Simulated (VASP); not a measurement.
# BP (F-43m) in VASP: notebook, part 2 of 2

VASP 6.6.1.

### 4 Single point, PBE

This run uses another cell than the first one, of 11.76 Å³/atom, 0.971 times its volume.

File INCAR:

```
SYSTEM = BP
  PREC = Accurate
  ENCUT = 500
  EDIFF = 1E-6
  ISMEAR = 1
  SIGMA = 0.05
  LREAL = .FALSE.
  LASPH = .TRUE.
  NELM = 120
  ALGO = Normal
  ISIF = 2
  LWAVE = .FALSE.
  LCHARG = .FALSE.
  GGA = PE
  NBANDS = 11
  GGA_COMPAT = .FALSE.
```

File KPOINTS:

```
Automatic mesh
0
G
  12 12 12
  0 0 0
```

File POSCAR:

```
BP
1.0
    0.0000000000      2.2741853686      2.2741853686
    2.2741853686      0.0000000000      2.2741853686
    2.2741853686      2.2741853686      0.0000000000
B P
1 1
Direct
    0.0000000000      0.0000000000      0.0000000000
    0.2500000000      0.2500000000      0.2500000000
```

Potentials or basis: VASP PAW PBE potentials, release 64 (B, P).

Launch:

```console
> cat potpaw_PBE.64/B/POTCAR potpaw_PBE.64/P/POTCAR > POTCAR
> mpirun -np 1 vasp_std > vasp.out
```

OUTCAR:

```text
SYSTEM = BP
   PREC = Accurate
   ENCUT = 500
   EDIFF = 1E-6
   ISMEAR = 1
   LREAL = .FALSE.
   LASPH = .TRUE.
   NELM = 120
   ISIF = 2
   GGA = PE

 ion  position               nearest neighbor table
   1  0.000  0.000  0.000-   2 1.97   2 1.97   2 1.97   2 1.97
   2  0.250  0.250  0.250-   1 1.97   1 1.97   1 1.97   1 1.97

  LATTYP: Found a face centered cubic cell.
 ALAT       =     4.5483707372

  Lattice vectors:

 A1 = (   0.0000000000,   2.2741853686,   2.2741853686)
 A2 = (   2.2741853686,   0.0000000000,   2.2741853686)
 A3 = (   2.2741853686,   2.2741853686,   0.0000000000)

Analysis of symmetry for initial positions (statically):
=====================================================================
 Subroutine PRICEL returns:
 Original cell was already a primitive cell.

 Routine SETGRP: Setting up the symmetry group for a
 face centered cubic supercell.

 Subroutine GETGRP returns: Found 24 space group operations
 (whereof 24 operations were pure point group operations)
 out of a pool of 48 trial point group operations.

The static configuration has the point symmetry T_d .

Analysis of symmetry for dynamics (positions and initial velocities):
=====================================================================
 Subroutine PRICEL returns:
 Original cell was already a primitive cell.

 Routine SETGRP: Setting up the symmetry group for a
 face centered cubic supercell.

 Subroutine GETGRP returns: Found 24 space group operations
 (whereof 24 operations were pure point group operations)
 out of a pool of 48 trial point group operations.

The dynamic configuration has the point symmetry T_d .

 Subroutine INISYM returns: Found 24 space group operations
 (whereof 24 operations are pure point group operations),
 and found     1 'primitive' translations

----------------------------------------------------------------------------------------

                                     Primitive cell

  volume of cell :      23.5238

  direct lattice vectors                    reciprocal lattice vectors
     0.000000000  2.274185369  2.274185369    -0.219858947  0.219858947  0.219858947
     2.274185369  0.000000000  2.274185369     0.219858947 -0.219858947  0.219858947
     2.274185369  2.274185369  0.000000000     0.219858947  0.219858947 -0.219858947

  length of vectors
     3.216183792  3.216183792  3.216183792     0.380806866  0.380806866  0.380806866

  position of ions in fractional coordinates (direct lattice)
     0.000000000  0.000000000  0.000000000
     0.250000000  0.250000000  0.250000000

  ion indices of the primitive-cell ions
   primitive index   ion index
                 1           1
                 2           2

----------------------------------------------------------------------------------------

 KPOINTS: Automatic mesh

Automatic generation of k-mesh.
 Grid dimensions read from file:
 generate k-points for:   12   12   12

 Generating k-lattice:

  Cartesian coordinates                     Fractional coordinates (reciprocal lattice)
    -0.018321579  0.018321579  0.018321579     0.083333333  0.000000000  0.000000000
     0.018321579 -0.018321579  0.018321579     0.000000000  0.083333333  0.000000000
     0.018321579  0.018321579 -0.018321579     0.000000000  0.000000000  0.083333333

  Length of vectors
     0.031733906  0.031733906  0.031733906

  Shift w.r.t. Gamma in fractional coordinates (k-lattice)
     0.000000000  0.000000000  0.000000000

 Subroutine IBZKPT returns following result:
 ===========================================

 Found     72 irreducible k-points:

 Following reciprocal coordinates:
            Coordinates               Weight
  0.000000  0.000000  0.000000      1.000000
  0.083333  0.000000  0.000000      8.000000
  0.166667  0.000000  0.000000      8.000000
  0.250000  0.000000  0.000000      8.000000
  0.333333  0.000000  0.000000      8.000000
  0.416667  0.000000  0.000000      8.000000
[... 16 lines left out ...]
  0.500000  0.166667  0.000000     24.000000
 -0.416667  0.166667  0.000000     24.000000
 [... further k-points ...]
   k-points           NKPTS =     72   k-points in BZ     NKDIM =     72   number of bands    NBANDS=     11
   number of dos      NEDOS =    301   number of ions     NIONS =      2
   total plane-waves  NPLWV =  13824
   dimension x,y,z NGX =    24 NGY =   24 NGZ =   24
   dimension x,y,z NGXF=    48 NGYF=   48 NGZF=   48
   ions per type =               1   1
   NGX,Y,Z   is equivalent  to a cutoff of  12.41, 12.41, 12.41 a.u.
   NGXF,Y,Z  is equivalent  to a cutoff of  24.81, 24.81, 24.81 a.u.
 SYSTEM =  BP
   PREC   = accura    normal or accurate (medium, high low for compatibility)
   ISTART =      0    job   : 0-new  1-cont  2-samecut
   ICHARG =      2    charge: 1-file 2-atom 10-const
   ISPIN  =      1    spin polarized calculation?
   LNONCOLLINEAR =      F non collinear calculations
   LSORBIT =      F    spin-orbit coupling
   LASPH  =      T    aspherical Exc in radial PAW
   ENCUT  =  500.0 eV  36.75 Ry    6.06 a.u.   5.86  5.86  5.86*2*pi/ulx,y,z
   NELM   =    120;   NELMIN=  2; NELMDL= -5     # of ELM steps
   EDIFF  = 0.1E-05   stopping-criterion for ELM
   LREAL  =      F    real-space projection
   EDIFFG = 0.1E-04   stopping-criterion for IOM
   NSW    =      0    number of steps for IOM
   IBRION =     -1    ionic relax: 0-MD 1-quasi-New 2-CG
   NFREE  =      0    steps in history (QN), initial steepest desc. (CG)
   ISIF   =      2    stress and relaxation
   ISYM   =      2    0-nonsym 1-usesym 2-fastsym
   POTIM  = 0.5000    time-step for ionic-motion
   TEBEG  =    0.0;   TEEND  =   0.0 temperature during run
   PSTRESS=    0.0 pullay stress
   NELECT =       8.0000    total number of electrons
   NUPDOWN=      -1.0000    fix difference up-down
   EMIN   =  10.00;   EMAX   =-10.00  energy-range for DOS
   EFERMI =   0.00;   METHOD = LEGACY
   ISMEAR =     1;   SIGMA  =   0.05  broadening in eV -4-tet -1-fermi 0-gaus
   EFERMI_NEDOS =   21; number of points for ismear=-14 and -15
   IALGO  =     38    algorithm
   IMIX   =      4    mixing-type and parameters
     AMIX     =   0.40;   BMIX     =  1.00
     AMIX_MAG =   1.60;   BMIX_MAG =  1.00
  volume/ion in A,a.u.               =      11.76        79.37
  Fermi-wavevector in a.u.,A,eV,Ry     =   1.142709  2.159407 17.766267  1.305784
  Thomas-Fermi vector in A             =   2.279406
   LORBIT       =      0    0 simple, 1 ext, 2 COOP (PROOUT), +10 PAW based schemes
   GGA     = PE    functional components
   LHFCALC =     F    Hartree Fock is set to
   AEXX    =    0.0000 exact exchange contribution
   IVDW    =     0    specifies the selected vdW correction
   LEPSILON=     F    determine dielectric tensor
   LRPA    =     F    only Hartree local field effects (RPA)
 non-spin polarized calculation
 Methfessel and Paxton  Order N= 1 SIGMA  =   0.05
  energy-cutoff  :      500.00
  volume of cell :       23.52
 maximum number of plane-waves:       612
   NGX = 11   NGY = 11   NGZ = 11

 number of electron       8.0000000 magnetization

 Free energy of the ion-electron system (eV)
  ---------------------------------------------------
  ext. energy  EPLUGINS =         0.00000000
  ---------------------------------------------------
  free energy    TOTEN  =       -12.93083207 eV

  energy without entropy =      -12.93083710  energy(sigma->0) =      -12.93083375

 E-fermi :   7.3939     XC(G=0): -10.8779

 val. band max:        7.3518078508   @ k =   0.0000   0.0000   0.0000
 cond. band min:       8.5969889572   @ k =   0.4167   0.4167   0.0000
 fundamental gap:      1.2451811064
 Fermi energy:         7.3939017932

 k-point     1 :       0.0000    0.0000    0.0000
  band No.  band energies     occupation
      1      -8.0475      2.00000
      2       7.3518      2.00000
      3       7.3518      2.00000
      4       7.3518      2.00000
      5      10.7426      0.00000
      6      10.7426      0.00000
      7      10.7426      0.00000
      8      14.6220      0.00000
      9      18.8188      0.00000
     10      19.4612      0.00000
     11      19.4612      0.00000
[... 309 lines left out ...]
 k-point    24 :      -0.4167    0.1667    0.0000
  band No.  band energies     occupation
      1      -4.4241      2.00000
      2      -1.1802      2.00000
      3       3.4661      2.00000
      4       5.0496      2.00000
      5      10.8989      0.00000
      6      13.4586      0.00000
      7      13.6183      0.00000
      8      17.7116      0.00000
      9      19.2644      0.00000
     10      20.1296      0.00000
     11      23.4163      0.00000

 [... further k-points ...]
[... 5 lines left out ...]
  --------------------------------------------------------------------------------------
  -------------------------------------------------------------------------------------
  Total       -0.0315652     -0.0315652     -0.0315652     -0.0000000     -0.0000000      0.0000000
  in kB       -2.1498689     -2.1498689     -2.1498689     -0.0000000     -0.0000000      0.0000000
  external PRESSURE =      -2.1498689 kB  Pullay stress =       0.0000000 kB

 VOLUME and BASIS-vectors are now :
 -----------------------------------------------------------------------------
  energy-cutoff  :      500.00
  volume of cell :       23.52
      direct lattice vectors                 reciprocal lattice vectors
     0.000000000  2.274185369  2.274185369    -0.219858947  0.219858947  0.219858947
     2.274185369  0.000000000  2.274185369     0.219858947 -0.219858947  0.219858947
     2.274185369  2.274185369  0.000000000     0.219858947  0.219858947 -0.219858947

 POSITION                                       TOTAL-FORCE (eV/Angst)
 -----------------------------------------------------------------------------------
      0.00000      0.00000      0.00000        -0.000000      0.000000     -0.000000
      1.13709      1.13709      1.13709         0.000000     -0.000000      0.000000
 -----------------------------------------------------------------------------------
    total drift:                                0.000000      0.000000      0.000000

  FREE ENERGIE OF THE ION-ELECTRON SYSTEM (eV)
  ---------------------------------------------------
  free  energy   TOTEN  =       -12.9308320676 eV

  energy  without entropy=      -12.9308371005  energy(sigma->0) =      -12.93083375
```

Run time: 5.9 s. Hardware: 1 thread of Intel Xeon 6975P-C (Granite Rapids), shared host; peak memory 0.13 GiB.

What came out:

```yaml
Free_energy: -12.9308 eV
Pressure: -0.2 GPa
Band_gap_on_the_k_mesh: 1.25 eV, indirect (least direct gap 3.39 eV)
```

Levels at points of the mesh, in eV from the valence-band top:
```tsv
k point	band 1	band 2	band 3	band 4	band 5	band 6	band 7	band 8	band 9
(0.00, 0.00, 0.00)	-15.40	0.00	0.00	0.00	3.39	3.39	3.39	7.27	11.47
(0.50, 0.00, 0.00)	-12.10	-8.98	-1.75	-1.75	3.74	4.71	4.71	10.10	14.58
(0.50, 0.50, 0.00)	-10.58	-8.55	-4.09	-4.09	1.35	1.67	12.06	12.06	15.15
```

A k mesh can miss the band edges. Expect the measured gap to be larger: semilocal functionals such as PBE lack the derivative discontinuity.

### 5 Relaxation of cell and atoms, PBE

This run uses another cell than the first one, of 11.76 Å³/atom, 0.971 times its volume.

File INCAR:

```
SYSTEM = BP
  PREC = Accurate
  ENCUT = 500
  EDIFF = 1E-7
  ISMEAR = 0
  SIGMA = 0.01
  LREAL = .FALSE.
  LASPH = .TRUE.
  NELM = 120
  ALGO = Normal
  ISIF = 3
  LWAVE = .FALSE.
  LCHARG = .FALSE.
  GGA = PE
  IBRION = 2
  NSW = 80
  EDIFFG = -0.001
  GGA_COMPAT = .FALSE.
  NELMIN = 4
```

KPOINTS is that of step 4.

File POSCAR:

```
BP
1.0
    0.0000000000      2.2741520094      2.2741520094
    2.2741520094      0.0000000000      2.2741520094
    2.2741520094      2.2741520094      0.0000000000
B P
1 1
Direct
    0.0000000000      0.0000000000      0.0000000000
    0.2500000000      0.2500000000      0.2500000000
```

Launch:

```console
> cat potpaw_PBE.64/B/POTCAR potpaw_PBE.64/P/POTCAR > POTCAR
> mpirun -np 1 vasp_std > vasp.out
```

Wall time 8.3 s (1 thread of Intel Xeon 6975P-C (Granite Rapids), shared host); peak memory 0.13 GiB.

Results (log left out):

```yaml
Free_energy: -12.9309 eV
Relaxed_volume: 11.75 Å³/atom
Relaxed_cell: a = 3.215 Å, b = 3.215 Å, c = 3.215 Å, α = 60.00°, β = 60.00°, γ = 60.00°
Space_group_after_relaxing_to_0.05_Å: F-43m (No. 216)
Energy_gained_by_relaxing: 0.0 meV/atom
Ionic_steps: 3
Pressure_after_relaxing: 0.0 GPa
Band_gap_on_the_k_mesh: 1.24 eV, indirect (least direct gap 3.39 eV)
```

Final structure:
```
CELL_PARAMETERS angstrom
0.00000 2.27315 2.27315
2.27315 0.00000 2.27315
2.27315 2.27315 0.00000
ATOMIC_POSITIONS crystal
B 0.00000 0.00000 0.00000
P 0.25000 0.25000 0.25000
```

Levels at points of the mesh, in eV from the valence-band top:
```
           k point  band 1  band 2  band 3  band 4  band 5  band 6  band 7  band 8
(0.00, 0.00, 0.00)  -15.41    0.00    0.00    0.00    3.39    3.39    3.39    7.29
(0.50, 0.00, 0.00)  -12.11   -8.99   -1.75   -1.75    3.75    4.71    4.71   10.11
(0.50, 0.50, 0.00)  -10.59   -8.55   -4.09   -4.09    1.34    1.66   12.07   12.07
```

A k mesh can miss the band edges. As with any semilocal functional, this PBE gap is likely too small.

### 6 Overview

| task | cell | k mesh | smearing | gap on the mesh (eV) | pressure (GPa) |
| --- | --- | --- | --- | --- | --- |
| single point | a = 3.248 Å, angles 60.0°, 2 atoms | 10 × 10 × 10 | gaussian 0.02 eV | 1.29 | -4.7 |
| single point | a = 3.216 Å, angles 60.0°, 2 atoms | 12 × 12 × 12 | gaussian 0.01 eV | 1.25 | -0.2 |
| single point | a = 3.216 Å, angles 60.0°, 2 atoms | 12 × 12 × 12 | methfessel-paxton 0.05 eV | 1.25 | -0.2 |
| relaxation of cell and atoms | relaxed from a = 3.216 Å, angles 60.0°, 2 atoms | 12 × 12 × 12 | gaussian 0.01 eV | 1.24 | 0.0 |

Alike in all rows: level PBE; potentials or basis VASP PAW PBE potentials, release 64 (B, P); no spin polarisation; cutoff (eV) 500.

Absolute energies hang on the potentials; compare differences alone.
